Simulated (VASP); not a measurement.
Input of a VASP 6.6.1 run:

File INCAR:

```
SYSTEM = Mn2ZnAs2
  PREC = Accurate
  ENCUT = 520
  EDIFF = 1E-7
  ISMEAR = 0
  SIGMA = 0.1
  LREAL = .False.
  LASPH = .True.
  NELM = 150
  ALGO = Normal
  ISIF = 2
  LWAVE = .False.
  LCHARG = .False.
  ISPIN = 2
  MAGMOM = 2.82 2.82 0 0 0
  LORBIT = 11
  LMAXMIX = 4
  GGA = PE
  NBANDS = 36
```

KPOINTS

```
Automatic mesh
0
Gamma
  12 12 6
  0 0 0
```

Contents of POSCAR:

```
Mn2ZnAs2
1.0
    3.8858307253      0.0000000000      0.0000000000
   -1.9429153626      3.3652281229      0.0000000000
    0.0000000000      0.0000000000      6.4048341494
Mn Zn As
2 1 2
Direct
    0.3333333333      0.6666666667      0.3814887491
    0.6666666667      0.3333333333      0.6185112509
    0.0000000000      0.0000000000      0.0000000000
    0.3333333333      0.6666666667      0.7572997821
    0.6666666667      0.3333333333      0.2427002179
```

Potentials or basis: VASP PAW PBE potentials, release 64 (Mn_pv, Zn, As).

Launch:

```console
$ cat potpaw_PBE.64/Mn_pv/POTCAR potpaw_PBE.64/Zn/POTCAR potpaw_PBE.64/As/POTCAR > POTCAR
$ mpirun -np 1 vasp_std > vasp.out
```

Problem. Predict the pressure.

Solution. 2.0 GPa.

Problem. What does it give for the net moment?

Solution. 5.01 μB per cell.

Problem. What does it give for the largest force?

Solution. 0.023 eV/Å.

Problem. What does it give for the site moments?

Solution. Mn +2.51; Zn +0.03; As -0.10 μB.

Forces in eV/Å, atoms in the order of the input:
```
Mn   0.000  0.000 -0.002
Mn   0.000  0.000  0.002
Zn   0.000  0.000  0.000
As   0.000  0.000  0.023
As   0.000  0.000 -0.023
```

Caveat: the run started ferromagnetic, and an antiferromagnetic order may lie lower in energy.
